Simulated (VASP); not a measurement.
# Ca (I4/mmm) in VASP: single point with r2SCAN

Aim: the single point of Ca with r2SCAN.

All numbers are computed with VASP 6.6.1; they aren't measurements. Logs are shortened: lines on timing, memory, paths and dates and some standing lists are left out, and cuts for length are marked.

## 1. The cell of the first run

It takes space group I4/mmm (No. 139, tetragonal). The conventional cell has a = 4.480 Å, b = 4.480 Å, c = 4.592 Å, α = 90.00°, β = 90.00°, γ = 90.00°. Ca (site symmetry 4/mmm) has 14 Ca at 3.91 to 4.59 Å within 5.1 Å.

## 2. Single point, r2SCAN (strain +0.000 along x and y, +0.025 along z)

Contents of POSCAR:

```
Ca
1.0
   -2.2400000000      2.2400000000      2.2960000000
    2.2400000000     -2.2400000000      2.2960000000
    2.2400000000      2.2400000000     -2.2960000000
Ca
1
Direct
    0.0000000000      0.0000000000      0.0000000000
```

Contents of INCAR.step1:

```
SYSTEM = Ca
PREC = Accurate
ENCUT = 520
ISMEAR = 0
SIGMA = 0.15
LREAL = .False.
LASPH = .True.
NELM = 60
NBANDS = 11
GGA = PE
ALGO = Normal
EDIFF = 1E-4
LWAVE = .True.
LCHARG = .False.
```

Contents of INCAR.step2:

```
SYSTEM = Ca
PREC = Accurate
ENCUT = 520
EDIFF = 1E-6
ISMEAR = 0
SIGMA = 0.15
LREAL = .False.
LASPH = .True.
NELM = 60
ALGO = Normal
ISIF = 2
LWAVE = .False.
LCHARG = .False.
METAGGA = R2SCAN
LMIXTAU = .True.
NBANDS = 11
ISTART = 1
```

Contents of KPOINTS:

```
Automatic mesh
0
Gamma
  16 16 16
  0 0 0
```

Potentials or basis: VASP PAW PBE potentials, release 64 (Ca_sv).

Command:

```bash
$ cat potpaw_PBE.64/Ca_sv/POTCAR > POTCAR
$ cp INCAR.step1 INCAR
$ mpirun -np 1 vasp_std > vasp.out
$ cp INCAR.step2 INCAR
$ mpirun -np 1 vasp_std > vasp.out
```

OUTCAR:

```text
SYSTEM = Ca
   PREC = Accurate
   ENCUT = 520
   EDIFF = 1E-6
   ISMEAR = 0
   LREAL = .False.
   LASPH = .True.
   NELM = 60
   ISIF = 2
   METAGGA = R2SCAN
   ISTART = 1

 ion  position               nearest neighbor table
   1  0.000  0.000  0.000-

  LATTYP: Found a body centered tetragonal cell.
 ALAT       =     4.4800000000
 C/A-ratio  =     1.0250000000

  Lattice vectors:

 A1 = (  -2.2400000000,   2.2400000000,   2.2960000000)
 A2 = (   2.2400000000,  -2.2400000000,   2.2960000000)
 A3 = (   2.2400000000,   2.2400000000,  -2.2960000000)

Analysis of symmetry for initial positions (statically):
=====================================================================
 Subroutine PRICEL returns:
 Original cell was already a primitive cell.

 Routine SETGRP: Setting up the symmetry group for a
 body centered tetragonal supercell.

 Subroutine GETGRP returns: Found 16 space group operations
 (whereof 16 operations were pure point group operations)
 out of a pool of 16 trial point group operations.

The static configuration has the point symmetry D_4h.

Analysis of symmetry for dynamics (positions and initial velocities):
=====================================================================
 Subroutine PRICEL returns:
 Original cell was already a primitive cell.

 Routine SETGRP: Setting up the symmetry group for a
 body centered tetragonal supercell.

 Subroutine GETGRP returns: Found 16 space group operations
 (whereof 16 operations were pure point group operations)
 out of a pool of 16 trial point group operations.

The dynamic configuration has the point symmetry D_4h.

 Subroutine INISYM returns: Found 16 space group operations
 (whereof 16 operations are pure point group operations),
 and found     1 'primitive' translations

----------------------------------------------------------------------------------------

                                     Primitive cell

  volume of cell :      46.0816

  direct lattice vectors                    reciprocal lattice vectors
    -2.240000000  2.240000000  2.296000000     0.000000000  0.223214286  0.217770035
     2.240000000 -2.240000000  2.296000000     0.223214286  0.000000000  0.217770035
     2.240000000  2.240000000 -2.296000000     0.223214286  0.223214286  0.000000000

  length of vectors
     3.912392618  3.912392618  3.912392618     0.311846766  0.311846766  0.315672670

  position of ions in fractional coordinates (direct lattice)
     0.000000000  0.000000000  0.000000000

  ion indices of the primitive-cell ions
   primitive index   ion index
                 1           1

----------------------------------------------------------------------------------------

 KPOINTS: Automatic mesh

Automatic generation of k-mesh.
 Grid dimensions read from file:
 generate k-points for:   16   16   16

 Generating k-lattice:

  Cartesian coordinates                     Fractional coordinates (reciprocal lattice)
     0.000000000  0.013950893  0.013610627     0.062500000  0.000000000  0.000000000
     0.013950893  0.000000000  0.013610627     0.000000000  0.062500000  0.000000000
     0.013950893  0.013950893  0.000000000     0.000000000  0.000000000  0.062500000

  Length of vectors
     0.019490423  0.019490423  0.019729542

  Shift w.r.t. Gamma in fractional coordinates (k-lattice)
     0.000000000  0.000000000  0.000000000

 Subroutine IBZKPT returns following result:
 ===========================================

 Found    349 irreducible k-points:

 Following reciprocal coordinates:
            Coordinates               Weight
  0.000000  0.000000  0.000000      1.000000
  0.062500  0.000000  0.000000      8.000000
  0.125000  0.000000  0.000000      8.000000
  0.187500  0.000000  0.000000      8.000000
  0.250000  0.000000  0.000000      8.000000
  0.312500  0.000000  0.000000      8.000000
[... 16 lines left out ...]
 -0.125000  0.062500  0.000000     16.000000
 -0.062500  0.062500  0.000000      4.000000
 [... further k-points ...]
   k-points           NKPTS =    349   k-points in BZ     NKDIM =    349   number of bands    NBANDS=     11
   number of dos      NEDOS =    301   number of ions     NIONS =      1
   total plane-waves  NPLWV =  27000
   dimension x,y,z NGX =    30 NGY =   30 NGZ =   30
   dimension x,y,z NGXF=    60 NGYF=   60 NGZF=   60
   ions per type =               1
   NGX,Y,Z   is equivalent  to a cutoff of  12.75, 12.75, 12.75 a.u.
   NGXF,Y,Z  is equivalent  to a cutoff of  25.50, 25.50, 25.50 a.u.
 SYSTEM =  Ca
   PREC   = accura    normal or accurate (medium, high low for compatibility)
   ISTART =      1    job   : 0-new  1-cont  2-samecut
   ICHARG =      0    charge: 1-file 2-atom 10-const
   ISPIN  =      1    spin polarized calculation?
   LNONCOLLINEAR =      F non collinear calculations
   LSORBIT =      F    spin-orbit coupling
   LASPH  =      T    aspherical Exc in radial PAW
   ENCUT  =  520.0 eV  38.22 Ry    6.18 a.u.   7.27  7.27  7.27*2*pi/ulx,y,z
   NELM   =     60;   NELMIN=  2; NELMDL=  0     # of ELM steps
   EDIFF  = 0.1E-05   stopping-criterion for ELM
   LREAL  =      F    real-space projection
   EDIFFG = 0.1E-04   stopping-criterion for IOM
   NSW    =      0    number of steps for IOM
   IBRION =     -1    ionic relax: 0-MD 1-quasi-New 2-CG
   NFREE  =      0    steps in history (QN), initial steepest desc. (CG)
   ISIF   =      2    stress and relaxation
   ISYM   =      2    0-nonsym 1-usesym 2-fastsym
   POTIM  = 0.5000    time-step for ionic-motion
   TEBEG  =    0.0;   TEEND  =   0.0 temperature during run
   PSTRESS=    0.0 pullay stress
   NELECT =      10.0000    total number of electrons
   NUPDOWN=      -1.0000    fix difference up-down
   EMIN   =  10.00;   EMAX   =-10.00  energy-range for DOS
   EFERMI =   0.00;   METHOD = LEGACY
   ISMEAR =     0;   SIGMA  =   0.15  broadening in eV -4-tet -1-fermi 0-gaus
   EFERMI_NEDOS =   21; number of points for ismear=-14 and -15
   IALGO  =     38    algorithm
   IMIX   =      4    mixing-type and parameters
     AMIX     =   0.40;   BMIX     =  1.00
     AMIX_MAG =   1.60;   BMIX_MAG =  1.00
  volume/ion in A,a.u.               =      46.08       310.97
  Fermi-wavevector in a.u.,A,eV,Ry     =   0.983782  1.859078 13.168085  0.967827
  Thomas-Fermi vector in A             =   2.114966
   LORBIT       =      0    0 simple, 1 ext, 2 COOP (PROOUT), +10 PAW based schemes
   METAGGA = R2SCAN    functional components
   LHFCALC =     F    Hartree Fock is set to
   AEXX    =    0.0000 exact exchange contribution
   IVDW    =     0    specifies the selected vdW correction
   LEPSILON=     F    determine dielectric tensor
   LRPA    =     F    only Hartree local field effects (RPA)
 non-spin polarized calculation
 Gauss-broadening in eV      SIGMA  =   0.15
  energy-cutoff  :      520.00
  volume of cell :       46.08
 maximum number of plane-waves:      1268
 NGX is ok and might be reduce to    30
   NGX = 15   NGY = 15   NGZ = 15

 number of electron       9.9999999 magnetization

 Free energy of the ion-electron system (eV)
  ---------------------------------------------------
  ext. energy  EPLUGINS =         0.00000000
  ---------------------------------------------------
  free energy    TOTEN  =        -7.01707882 eV

  energy without entropy =       -7.00189465  energy(sigma->0) =       -7.00948673

 E-fermi :   1.7035     XC(G=0):  -7.9369

 val. band max:        1.6941921309   @ k =  -0.4375   0.4375   0.3750
 cond. band min:       1.7109233500   @ k =   0.5000   0.4375   0.0000
 fundamental gap:      0.0167312191
 Fermi energy:         1.7034906473

 k-point     1 :       0.0000    0.0000    0.0000
  band No.  band energies     occupation
      1     -42.3462      2.00000
      2     -22.3809      2.00000
      3     -22.3809      2.00000
      4     -22.3790      2.00000
      5      -2.4629      2.00000
      6       4.2059      0.00000
      7       4.2059      0.00000
      8       4.3125      0.00000
      9       5.1788      0.00000
     10       5.3074      0.00000
     11      11.8865      0.00000

 k-point     2 :       0.0625    0.0000    0.0000
  band No.  band energies     occupation
      1     -42.3458      2.00000
      2     -22.3843      2.00000
      3     -22.3823      2.00000
      4     -22.3797      2.00000
      5      -2.3936      2.00000
      6       4.1787      0.00000
      7       4.1937      0.00000
      8       4.3316      0.00000
      9       5.1368      0.00000
     10       5.2951      0.00000
     11      11.8270      0.00000

 k-point     3 :       0.1250    0.0000    0.0000
  band No.  band energies     occupation
      1     -42.3447      2.00000
      2     -22.3960      2.00000
      3     -22.3861      2.00000
      4     -22.3798      2.00000
      5      -2.1880      2.00000
      6       4.0633      0.00000
      7       4.0924      0.00000
      8       4.4624      0.00000
      9       5.0451      0.00000
     10       5.2840      0.00000
     11      11.3741      0.00000

 k-point     4 :       0.1875    0.0000    0.0000
  band No.  band energies     occupation
      1     -42.3430      2.00000
      2     -22.4136      2.00000
      3     -22.3919      2.00000
      4     -22.3797      2.00000
      5      -1.8528      2.00000
      6       3.8030      0.00000
      7       3.9298      0.00000
      8       4.6976      0.00000
      9       5.0019      0.00000
     10       5.2893      0.00000
     11      10.4659      0.00000

 k-point     5 :       0.2500    0.0000    0.0000
  band No.  band energies     occupation
      1     -42.3411      2.00000
      2     -22.4342      2.00000
      3     -22.3987      2.00000
      4     -22.3795      2.00000
      5      -1.4001      2.00000
      6       3.4145      0.00000
      7       3.7485      0.00000
      8       5.0134      0.00000
      9       5.0306      0.00000
     10       5.3157      0.00000
     11       9.4224      0.00000
[... 211 lines left out ...]
 k-point    21 :      -0.2500    0.0625    0.0000
  band No.  band energies     occupation
      1     -42.3418      2.00000
      2     -22.4258      2.00000
      3     -22.3948      2.00000
      4     -22.3813      2.00000
      5      -1.5849      2.00000
      6       3.5966      0.00000
      7       3.8108      0.00000
      8       4.8722      0.00000
      9       4.9781      0.00000
     10       5.3331      0.00000
     11       9.9472      0.00000

 k-point    22 :      -0.1875    0.0625    0.0000
  band No.  band energies     occupation
      1     -42.3437      2.00000
      2     -22.4072      2.00000
      3     -22.3881      2.00000
      4     -22.3813      2.00000
      5      -1.9806      2.00000
      6       3.9126      0.00000
      7       3.9984      0.00000
      8       4.5907      0.00000
      9       5.0060      0.00000
     10       5.2880      0.00000
     11      10.9628      0.00000

 k-point    23 :      -0.1250    0.0625    0.0000
  band No.  band energies     occupation
      1     -42.3451      2.00000
      2     -22.3928      2.00000
      3     -22.3831      2.00000
      4     -22.3812      2.00000
      5      -2.2527      2.00000
      6       4.0838      0.00000
      7       4.1673      0.00000
      8       4.3882      0.00000
      9       5.1083      0.00000
     10       5.2530      0.00000
     11      11.6809      0.00000

 k-point    24 :      -0.0625    0.0625    0.0000
  band No.  band energies     occupation
      1     -42.3458      2.00000
      2     -22.3850      2.00000
      3     -22.3810      2.00000
      4     -22.3804      2.00000
      5      -2.3919      2.00000
      6       4.1581      0.00000
      7       4.2564      0.00000
      8       4.2824      0.00000
      9       5.1821      0.00000
     10       5.2544      0.00000
     11      11.9641      0.00000

 [... further k-points ...]

------------------------ aborting loop because EDIFF is reached ----------------------------------------

  FORCE on cell =-STRESS in cart. coord.  units (eV):
  Direction    XX          YY          ZZ          XY          YZ          ZX
  --------------------------------------------------------------------------------------
  -------------------------------------------------------------------------------------
  Total       -0.2815482     -0.2815482     -0.2804431      0.0000000      0.0000000      0.0000000
  in kB       -9.7889336     -9.7889336     -9.7505118      0.0000000      0.0000000      0.0000000
  external PRESSURE =      -9.7761263 kB  Pullay stress =       0.0000000 kB

 VOLUME and BASIS-vectors are now :
 -----------------------------------------------------------------------------
  energy-cutoff  :      520.00
  volume of cell :       46.08
      direct lattice vectors                 reciprocal lattice vectors
    -2.240000000  2.240000000  2.296000000     0.000000000  0.223214286  0.217770035
     2.240000000 -2.240000000  2.296000000     0.223214286  0.000000000  0.217770035
     2.240000000  2.240000000 -2.296000000     0.223214286  0.223214286  0.000000000

 POSITION                                       TOTAL-FORCE (eV/Angst)
 -----------------------------------------------------------------------------------
      0.00000      0.00000      0.00000        -0.000000     -0.000000     -0.000000
 -----------------------------------------------------------------------------------
    total drift:                                0.000000     -0.000000      0.000000

  FREE ENERGIE OF THE ION-ELECTRON SYSTEM (eV)
  ---------------------------------------------------
  free  energy   TOTEN  =        -7.0170788157 eV

  energy  without entropy=       -7.0018946472  energy(sigma->0) =       -7.00948673
```

Wall time 6 min (1 thread of AMD EPYC 9R45 (Zen 5), shared host); peak memory 0.27 GiB.

Results:

```
Free energy            : -7.0171 eV
Pressure               : -1.0 GPa
Band gap on the k mesh : zero (bands 5 and 6 overlap by 0.60 eV)
```

Caveat: the cell differs from its parent crystal (strain +0.000 along x and y, +0.025 along z); the PAW data sets were made with another functional, which shifts forces and pressure a little.
